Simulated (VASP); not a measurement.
# SiNi3 (Pm-3m) in VASP: settings compared

The runs below take SiNi3 through relaxation of cell and atoms, single point, with PBE, PBEsol.

Everything below comes from runs of VASP 6.6.1. Logs are shortened: lines on timing, memory, paths and dates and some standing lists are left out, and cuts for length are marked.

## 1. The cell of the first run

Symmetry: Pm-3m, No. 221, cubic system. Conventional cell: a = 3.542 Å, b = 3.542 Å, c = 3.542 Å, α = 90.00°, β = 90.00°, γ = 90.00°. Within 3.3 Å of Ni (site symmetry 4/mmm) lie 8 Ni at 2.50 Å and 4 Si at 2.50 Å. Si (site symmetry m-3m) has 12 Ni at 2.50 Å within 3.3 Å.

## 2. Relaxation of cell and atoms, PBE, collinear spin, ferromagnetic start

INCAR

```
SYSTEM = SiNi3
PREC = Accurate
ENCUT = 600
EDIFF = 1E-6
ISMEAR = -1
SIGMA = 0.05
LREAL = .False.
LASPH = .True.
NELM = 150
ALGO = Fast
ISIF = 3
LWAVE = .False.
LCHARG = .False.
ISPIN = 2
MAGMOM = 1 1 1 0
LORBIT = 11
LMAXMIX = 4
GGA = PE
IBRION = 2
NSW = 60
EDIFFG = -0.01
```

KPOINTS

```
regular mesh
0
Gamma
  8 8 8
  0 0 0
```

POSCAR

```
SiNi3
1.0
    3.5420000000      0.0000000000      0.0000000000
    0.0000000000      3.5420000000      0.0000000000
    0.0000000000      0.0000000000      3.5420000000
Ni Si
3 1
Direct
    0.5000000000      0.5000000000      0.0000000000
    0.5000000000      0.0000000000      0.5000000000
    0.0000000000      0.5000000000      0.5000000000
    0.0000000000      0.0000000000      0.0000000000
```

Potentials or basis: VASP PAW PBE potentials, release 64 (Ni, Si).

Started as:

```console
$ cat potpaw_PBE.64/Ni/POTCAR potpaw_PBE.64/Si/POTCAR > POTCAR
$ mpirun -np 1 vasp_std > vasp.out
```

OUTCAR:

```text
SYSTEM = SiNi3
   PREC = Accurate
   ENCUT = 600
   EDIFF = 1E-6
   ISMEAR = -1
   LREAL = .False.
   LASPH = .True.
   NELM = 150
   ISIF = 3
   ISPIN = 2
   LORBIT = 11
   GGA = PE
   IBRION = 2
   NSW = 60
   EDIFFG = -0.01

 ion  position               nearest neighbor table
   1  0.500  0.500  0.000-   2 2.50   3 2.50   4 2.50   2 2.50   3 2.50   2 2.50   4 2.50   2 2.50
                             3 2.50   4 2.50   3 2.50   4 2.50
   2  0.500  0.000  0.500-   1 2.50   3 2.50   4 2.50   1 2.50   4 2.50   1 2.50   3 2.50   1 2.50
                             3 2.50   4 2.50   4 2.50   3 2.50
   3  0.000  0.500  0.500-   1 2.50   2 2.50   4 2.50   1 2.50   4 2.50   2 2.50   4 2.50   4 2.50
                             1 2.50   2 2.50   1 2.50   2 2.50
   4  0.000  0.000  0.000-   1 2.50   2 2.50   3 2.50   2 2.50   3 2.50   1 2.50   3 2.50   3 2.50
                             1 2.50   2 2.50   2 2.50   1 2.50

  LATTYP: Found a simple cubic cell.
 ALAT       =     3.5420000000

  Lattice vectors:

 A1 = (   3.5420000000,   0.0000000000,   0.0000000000)
 A2 = (   0.0000000000,   3.5420000000,   0.0000000000)
 A3 = (   0.0000000000,   0.0000000000,   3.5420000000)

Analysis of symmetry for initial positions (statically):
=====================================================================
 Subroutine PRICEL returns:
 Original cell was already a primitive cell.

 Routine SETGRP: Setting up the symmetry group for a
 simple cubic supercell.

 Subroutine GETGRP returns: Found 48 space group operations
 (whereof 48 operations were pure point group operations)
 out of a pool of 48 trial point group operations.

The static configuration has the point symmetry O_h .

Analysis of symmetry for dynamics (positions and initial velocities):
=====================================================================
 Subroutine PRICEL returns:
 Original cell was already a primitive cell.

 Routine SETGRP: Setting up the symmetry group for a
 simple cubic supercell.

 Subroutine GETGRP returns: Found 48 space group operations
 (whereof 48 operations were pure point group operations)
 out of a pool of 48 trial point group operations.

The dynamic configuration has the point symmetry O_h .

Analysis of structural, dynamic, and magnetic symmetry:
=====================================================================
 Subroutine PRICEL returns:
 Original cell was already a primitive cell.

 Routine SETGRP: Setting up the symmetry group for a
 simple cubic supercell.

 Subroutine GETGRP returns: Found 48 space group operations
 (whereof 48 operations were pure point group operations)
 out of a pool of 48 trial point group operations.

The overall configuration has the point symmetry O_h .

 Subroutine INISYM returns: Found 48 space group operations
 (whereof 48 operations are pure point group operations),
 and found     1 'primitive' translations

----------------------------------------------------------------------------------------

                                     Primitive cell

  volume of cell :      44.4371

  direct lattice vectors                    reciprocal lattice vectors
     3.542000000  0.000000000  0.000000000     0.282326369  0.000000000  0.000000000
     0.000000000  3.542000000  0.000000000     0.000000000  0.282326369  0.000000000
     0.000000000  0.000000000  3.542000000     0.000000000  0.000000000  0.282326369

  length of vectors
     3.542000000  3.542000000  3.542000000     0.282326369  0.282326369  0.282326369

  position of ions in fractional coordinates (direct lattice)
     0.500000000  0.500000000  0.000000000
     0.500000000  0.000000000  0.500000000
     0.000000000  0.500000000  0.500000000
     0.000000000  0.000000000  0.000000000

  ion indices of the primitive-cell ions
   primitive index   ion index
                 1           1
                 2           2
                 3           3
                 4           4

----------------------------------------------------------------------------------------

 KPOINTS: regular mesh

[... 46 lines left out ...]
   IMIX   =      4    mixing-type and parameters
     AMIX     =   0.40;   BMIX     =  1.00
     AMIX_MAG =   1.60;   BMIX_MAG =  1.00
  volume/ion in A,a.u.               =      11.11        74.97
  Fermi-wavevector in a.u.,A,eV,Ry     =   1.497336  2.829555 30.504465  2.242015
  Thomas-Fermi vector in A             =   2.609237
   LORBIT       =     11    0 simple, 1 ext, 2 COOP (PROOUT), +10 PAW based schemes
   GGA     = PE    functional components
   LHFCALC =     F    Hartree Fock is set to
   AEXX    =    0.0000 exact exchange contribution
   IVDW    =     0    specifies the selected vdW correction
   LEPSILON=     F    determine dielectric tensor
   LRPA    =     F    only Hartree local field effects (RPA)
 conjugate gradient relaxation of ions
 spin polarized calculation
 RMM-DIIS sequential band-by-band and
  energy-cutoff  :      600.00
  volume of cell :       44.44
 maximum number of plane-waves:      1503
   NGX = 15   NGY = 15   NGZ = 15

--------------------------------------- Ionic step        1  -------------------------------------------

 number of electron      33.9999988 magnetization      -0.0018218

 number of electron      33.9999988 magnetization       0.0004501

 Free energy of the ion-electron system (eV)
  ---------------------------------------------------
  ext. energy  EPLUGINS =         0.00000000
  ---------------------------------------------------
  free energy    TOTEN  =       -23.66172414 eV

  energy without entropy =      -23.64307731  energy(sigma->0) =      -23.65240073

------------------------ aborting loop because EDIFF is reached ----------------------------------------

  FORCE on cell =-STRESS in cart. coord.  units (eV):
  Direction    XX          YY          ZZ          XY          YZ          ZX
  --------------------------------------------------------------------------------------
  -------------------------------------------------------------------------------------
  Total       -1.6811692     -1.6811692     -1.6811692     -0.0000000     -0.0000000     -0.0000000
  in kB      -60.6144739    -60.6144739    -60.6144739     -0.0000000     -0.0000000     -0.0000000
  external PRESSURE =     -60.6144739 kB  Pullay stress =       0.0000000 kB
[... 143 lines left out ...]
  energy  without entropy=      -23.6694967153  energy(sigma->0) =      -23.67857256

--------------------------------------- Ionic step        5  -------------------------------------------

 number of electron      33.9999979 magnetization       0.0000018

 Free energy of the ion-electron system (eV)
  ---------------------------------------------------
  ext. energy  EPLUGINS =         0.00000000
  ---------------------------------------------------
  free energy    TOTEN  =       -23.68764767 eV

  energy without entropy =      -23.66948762  energy(sigma->0) =      -23.67856764

 E-fermi :  10.6513     XC(G=0): -13.0966

 val. band max:       10.5891027290   @ k =   0.1250   0.1250   0.0000
 cond. band min:      10.6617534610   @ k =   0.5000   0.3750   0.3750
 fundamental gap:      0.0726507320
 Fermi energy:        10.6512822062

 spin component 1

 k-point     1 :       0.0000    0.0000    0.0000
  band No.  band energies     occupation
      1      -1.2720      1.00000
      2       5.7821      1.00000
      3       6.6034      1.00000
      4       6.6034      1.00000
      5       7.1207      1.00000
      6       7.1207      1.00000
[... 613 lines left out ...]
     22      17.8432      0.00000
     23      18.7865      0.00000

 [... further k-points ...]

 spin component 2

 k-point     1 :       0.0000    0.0000    0.0000
  band No.  band energies     occupation
      1      -1.2720      1.00000
      2       5.7821      1.00000
      3       6.6034      1.00000
      4       6.6034      1.00000
      5       7.1207      1.00000
      6       7.1207      1.00000
[... 646 lines left out ...]
  FREE ENERGIE OF THE ION-ELECTRON SYSTEM (eV)
  ---------------------------------------------------
  free  energy   TOTEN  =       -23.6876476690 eV

  energy  without entropy=      -23.6694876185  energy(sigma->0) =      -23.67856764

 reached required accuracy - stopping structural energy minimisation

 total charge

# of ion       s       p       d       tot
------------------------------------------
    1        0.484   0.570   8.410   9.464
    2        0.484   0.570   8.410   9.464
    3        0.484   0.570   8.410   9.464
    4        0.730   0.821   0.000   1.551
--------------------------------------------------
tot          2.183   2.530  25.231  29.944

 magnetization (x)

# of ion       s       p       d       tot
------------------------------------------
    1       -0.000  -0.000   0.000   0.000
    2       -0.000  -0.000   0.000   0.000
    3       -0.000  -0.000   0.000   0.000
    4       -0.000  -0.000   0.000  -0.000
--------------------------------------------------
tot         -0.000  -0.000   0.000   0.000
```

Run time: 3.4 min. Hardware: 1 thread of AMD EPYC 7R13 (Zen 3), shared host; peak memory 0.19 GiB.

What came out:

* Free energy: -23.6876 eV
* Relaxed volume: 10.78 Å³/atom
* Relaxed cell: a = 3.506 Å, b = 3.506 Å, c = 3.506 Å, α = 90.00°, β = 90.00°, γ = 90.00°
* Space group after relaxing (to 0.1 Å): Pm-3m (No. 221)
* Energy gained by relaxing: 6.5 meV/atom
* Ionic steps: 5
* Pressure after relaxing: 0.1 GPa
* Band gap on the k mesh: zero (filled and empty bands overlap)
* Net moment: 0.00 μB per cell
* Valence electrons inside the program's atomic spheres: Ni 9.46; Si 1.55

Step by step:
| step | energy change (eV) | largest force (eV/Å) | pressure (GPa) | volume (Å³) |
| --- | --- | --- | --- | --- |
| 1 | 0.0000 | 0.0000 | -6.06 | 44.44 |
| 2 | 0.0019 | 0.0000 | 6.42 | 41.79 |
| 3 | -0.0259 | 0.0000 | -0.26 | 43.14 |
| 4 | -0.0259 | 0.0000 | 0.20 | 43.08 |
| 5 | -0.0259 | 0.0000 | 0.06 | 43.11 |

Final structure:
```
Ni Si
1.0
     3.50640    0.00000    0.00000
     0.00000    3.50640    0.00000
     0.00000    0.00000    3.50640
Ni Si
3 1
Direct
  0.50000 0.50000 0.00000
  0.50000 0.00000 0.50000
  0.00000 0.50000 0.50000
  0.00000 0.00000 0.00000
```

Levels at points of the mesh, in eV from the Fermi level:
Spin up:
| k point | band 13 | band 14 | band 15 | band 16 | band 17 | band 18 | band 19 | band 20 | band 21 | band 22 |
| --- | --- | --- | --- | --- | --- | --- | --- | --- | --- | --- |
| (0.00, 0.00, 0.00) | -0.88 | -0.62 | -0.62 | -0.30 | 0.03 | 0.03 | 0.03 | 4.82 | 6.33 | 6.33 |
| (0.50, 0.00, 0.00) | -1.31 | -1.29 | -1.14 | -0.56 | 0.03 | 3.60 | 3.60 | 5.20 | 5.27 | 5.27 |
| (0.50, 0.50, 0.00) | -1.44 | -1.42 | -1.11 | -1.01 | -0.95 | 0.65 | 0.65 | 5.59 | 6.33 | 7.67 |
| (0.50, 0.50, 0.50) | -1.44 | -1.24 | -1.24 | -0.39 | -0.21 | -0.21 | -0.21 | 1.20 | 4.02 | 4.02 |
Spin down:
```tsv
k point	band 13	band 14	band 15	band 16	band 17	band 18	band 19	band 20	band 21	band 22
(0.00, 0.00, 0.00)	-0.88	-0.62	-0.62	-0.30	0.03	0.03	0.03	4.82	6.33	6.33
(0.50, 0.00, 0.00)	-1.31	-1.29	-1.14	-0.56	0.03	3.60	3.60	5.20	5.27	5.27
(0.50, 0.50, 0.00)	-1.44	-1.42	-1.11	-1.01	-0.95	0.65	0.65	5.59	6.33	7.67
(0.50, 0.50, 0.50)	-1.44	-1.24	-1.24	-0.39	-0.21	-0.21	-0.21	1.20	4.02	4.02
```

Caveat: the moments typed at the start vanished in this run.

## 3. Single point, PBE

INCAR

```
PREC     = Accurate       # precision mode
ENCUT    = 690            # plane-wave cutoff, eV
EDIFF    = 1E-6           # SCF threshold, eV
ISMEAR   = -1             # smearing method
SIGMA    = 0.05           # smearing width, eV
LREAL    = F              # projectors in reciprocal space
LASPH    = T              # aspherical terms in the spheres
NELM     = 120            # most SCF steps
ALGO     = Normal         # electronic algorithm
ISIF     = 2              # what is computed and relaxed
LWAVE    = F              # write WAVECAR
LCHARG   = T              # write CHGCAR
GGA      = PE             # functional
LELF     = T              # ELF
LVHAR    = T            
NBANDS   = 37             # bands
GGA_COMPAT= F
```

KPOINTS

```
Automatic mesh
0
Gamma
  8 8 8
```

POSCAR is that of step 2.

Potentials or basis: VASP PAW PBE potentials, release 64 (Ni_sv_GW, Si).

Started as:

```console
$ cat potpaw_PBE.64/Ni_sv_GW/POTCAR potpaw_PBE.64/Si/POTCAR > POTCAR
$ mpirun -np 1 vasp_std > vasp.out
```

Wall time 80 s (1 thread of Intel Xeon Platinum 8488C (Sapphire Rapids), shared host); peak memory 0.22 GiB.

It converged, with:

| Property | Result |
| --- | --- |
| Free energy | -26.5010 eV |
| Pressure | -6.9 GPa |
| Band gap on the k mesh | zero (bands 29 and 30 overlap by 0.23 eV) |

Levels at points of the mesh, in eV from the Fermi level:
```tsv
k point	band 25	band 26	band 27	band 28	band 29	band 30	band 31	band 32	band 33	band 34
(0.00, 0.00, 0.00)	-0.91	-0.60	-0.60	-0.28	0.03	0.03	0.03	4.51	6.15	6.15
(0.50, 0.00, 0.00)	-1.27	-1.25	-1.10	-0.54	0.03	3.47	3.47	4.89	5.14	5.14
(0.50, 0.50, 0.00)	-1.39	-1.39	-1.06	-0.98	-0.92	0.62	0.62	5.39	6.13	7.51
(0.50, 0.50, 0.50)	-1.39	-1.19	-1.19	-0.43	-0.20	-0.20	-0.20	1.08	3.85	3.85
```

Caveat: the cell stands under tension.

## 4. Single point, PBE, collinear spin, ferromagnetic start

INCAR

```
SYSTEM = SiNi3
PREC = Accurate
ENCUT = 690
EDIFF = 1E-6
ISMEAR = -1
SIGMA = 0.05
LREAL = .FALSE.
LASPH = .TRUE.
NELM = 200
ALGO = Normal
ISIF = 2
LWAVE = .FALSE.
LCHARG = .FALSE.
ISPIN = 2
MAGMOM = 2 2 2 0
LORBIT = 11
NUPDOWN = 6.0
LMAXMIX = 4
GGA = PE
NBANDS = 41
GGA_COMPAT = .FALSE.
```

KPOINTS

```
regular mesh
0
G
  6 6 6
  0 0 0
```

POSCAR is that of step 3.

Started as:

```console
$ cat potpaw_PBE.64/Ni_sv_GW/POTCAR potpaw_PBE.64/Si/POTCAR > POTCAR
$ mpirun -np 1 vasp_std > vasp.out
```

Wall time 95 s (1 thread of Intel Xeon 6975P-C (Granite Rapids), shared host); peak memory 0.25 GiB.

The run converged. Its results:

| Item | Value |
| --- | --- |
| Free energy | -20.2769 eV |
| Pressure | 24.4 GPa |
| Net moment | 6.00 μB per cell |
| Site moments | Ni +1.56; Si +0.43 μB |
| Valence electrons inside the program's atomic spheres | Ni 16.32; Si 1.66 |

Caveat: the cell stands under pressure; the total moment is fixed, so each spin has its own Fermi level and the state may be an excited one.

## 5. Single point, PBEsol, collinear spin, ferromagnetic start

INCAR

```
SYSTEM = SiNi3
PREC = Accurate ; ENCUT = 690
EDIFF = 1E-6 ; ISMEAR = -1
SIGMA = 0.05 ; LREAL = .False.
LASPH = .True. ; NELM = 200
ALGO = Normal ; ISIF = 2
LWAVE = .False. ; LCHARG = .False.
ISPIN = 2 ; MAGMOM = 1.5 1.5 1.5 0
LORBIT = 11 ; NUPDOWN = 4.5
LMAXMIX = 4 ; GGA = PS
NBANDS = 41 ; GGA_COMPAT = .False.
```

KPOINTS

```
Automatic mesh
0
Gamma
  6 6 6
  0 0 0
```

POSCAR is that of step 4.

Started as:

```console
$ cat potpaw_PBE.64/Ni_sv_GW/POTCAR potpaw_PBE.64/Si/POTCAR > POTCAR
$ mpirun -np 1 vasp_std > vasp.out
```

Wall time 69 s (1 thread of Intel Xeon 6975P-C (Granite Rapids), shared host); peak memory 0.25 GiB.

Results (log left out):

- Free energy: -25.8964 eV
- Pressure: 3.4 GPa
- Net moment: 4.50 μB per cell
- Site moments: Ni +1.24; Si +0.30 μB
- Valence electrons inside the program's atomic spheres: Ni 16.35; Si 1.62

Caveat: the cell stands under pressure; the PAW data sets were made with another functional, which shifts forces and pressure a little; the total moment is fixed, so each spin has its own Fermi level and the state may be an excited one.

## 6. Single point, PBE, collinear spin, ferromagnetic start

This run uses another cell than the first one, of 10.33 Å³/atom.

INCAR

```
  ALGO = Normal
  EDIFF = 1E-6
  ENCUT = 690
  GGA = PE
  GGA_COMPAT = F
  ISIF = 2
  ISMEAR = -1
  ISPIN = 2
  LASPH = T
  LCHARG = T
  LELF = T
  LMAXMIX = 4
  LORBIT = 11
  LREAL = F
  LVHAR = T
  LWAVE = F
  MAGMOM = 1 1 1 0
  NBANDS = 41
  NELM = 200
  PREC = Accurate
  SIGMA = 0.05
```

KPOINTS

```
k-points
0
Gamma
  8 8 8
```

POSCAR

```
SiNi3
1.0
    3.4570836055      0.0000000000      0.0000000000
    0.0000000000      3.4570836055      0.0000000000
    0.0000000000      0.0000000000      3.4570836055
Ni Si
3 1
Direct
    0.5000000000      0.5000000000      0.0000000000
    0.5000000000      0.0000000000      0.5000000000
    0.0000000000      0.5000000000      0.5000000000
    0.0000000000      0.0000000000      0.0000000000
```

Potentials or basis: VASP PAW PBE potentials, release 64 (Ni_sv_GW, Si).

Started as:

```console
$ cat potpaw_PBE.64/Ni_sv_GW/POTCAR potpaw_PBE.64/Si/POTCAR > POTCAR
$ mpirun -np 1 vasp_std > vasp.out
```

Run time: 4.1 min. Hardware: 1 thread of Intel Xeon Platinum 8375C at 2.90GHz (Ice Lake), shared host; peak memory 0.29 GiB.

The run converged. Its results:

| Property | Result |
| --- | --- |
| Free energy | -26.4666 eV |
| Pressure | 9.2 GPa |
| Band gap on the k mesh | zero (filled and empty bands overlap) |
| Net moment | 0.00 μB per cell |
| Valence electrons inside the program's atomic spheres | Ni 16.48; Si 1.58 |

Levels at points of the mesh, in eV from the Fermi level:
Spin up:
| k point | band 26 | band 27 | band 28 | band 29 | band 30 | band 31 | band 32 | band 33 |
| --- | --- | --- | --- | --- | --- | --- | --- | --- |
| (0.00, 0.00, 0.00) | -0.67 | -0.67 | -0.30 | 0.04 | 0.04 | 0.04 | 5.20 | 6.50 |
| (0.50, 0.00, 0.00) | -1.40 | -1.22 | -0.60 | 0.04 | 3.75 | 3.75 | 5.32 | 5.32 |
| (0.50, 0.50, 0.00) | -1.54 | -1.18 | -1.08 | -1.02 | 0.69 | 0.69 | 5.85 | 6.50 |
| (0.50, 0.50, 0.50) | -1.32 | -1.32 | -0.57 | -0.21 | -0.21 | -0.21 | 1.40 | 4.17 |
Spin down:
| k point | band 26 | band 27 | band 28 | band 29 | band 30 | band 31 | band 32 | band 33 |
| --- | --- | --- | --- | --- | --- | --- | --- | --- |
| (0.00, 0.00, 0.00) | -0.67 | -0.67 | -0.30 | 0.04 | 0.04 | 0.04 | 5.20 | 6.50 |
| (0.50, 0.00, 0.00) | -1.40 | -1.22 | -0.60 | 0.04 | 3.75 | 3.75 | 5.32 | 5.32 |
| (0.50, 0.50, 0.00) | -1.54 | -1.18 | -1.08 | -1.02 | 0.69 | 0.69 | 5.85 | 6.50 |
| (0.50, 0.50, 0.50) | -1.32 | -1.32 | -0.58 | -0.21 | -0.21 | -0.21 | 1.40 | 4.17 |

Caveat: the cell stands under pressure; the moments typed at the start vanished in this run.

## 7. Summary

```csv
task,level,potentials or basis,spin,fixed moment (μB),cell,k mesh,cutoff (eV),gap on the mesh (eV),pressure (GPa),moment (μB)
relaxation of cell and atoms,PBE,"VASP PAW PBE potentials, release 64 (Ni, Si)","collinear, ferromagnetic start",-,"relaxed from a = 3.542 Å, 4 atoms",8 × 8 × 8,600,none,0.1,0.00
single point,PBE,"VASP PAW PBE potentials, release 64 (Ni_sv_GW, Si)",off,-,"a = 3.542 Å, 4 atoms",8 × 8 × 8,690,none,-6.9,-
single point,PBE,"VASP PAW PBE potentials, release 64 (Ni_sv_GW, Si)","collinear, ferromagnetic start",6.0,"a = 3.542 Å, 4 atoms",6 × 6 × 6,690,-,24.4,6.00
single point,PBEsol,"VASP PAW PBE potentials, release 64 (Ni_sv_GW, Si)","collinear, ferromagnetic start",4.5,"a = 3.542 Å, 4 atoms",6 × 6 × 6,690,-,3.4,4.50
single point,PBE,"VASP PAW PBE potentials, release 64 (Ni_sv_GW, Si)","collinear, ferromagnetic start",-,"a = 3.457 Å, 4 atoms",8 × 8 × 8,690,none,9.2,0.00
```

Alike in all rows: smearing fermi-dirac 0.05 eV.

Caveats: the cell stands under pressure (at least some runs); the moments typed at the start vanished in this run (at least some runs); the total moment is fixed, so each spin has its own Fermi level and the state may be an excited one (at least some runs); the cell stands under tension (at least some runs); the PAW data sets were made with another functional, which shifts forces and pressure a little (at least some runs).

Absolute energies hang on the potentials; compare differences alone.

The gap in the log of VASP goes by the Fermi energy; the results here count the filled bands.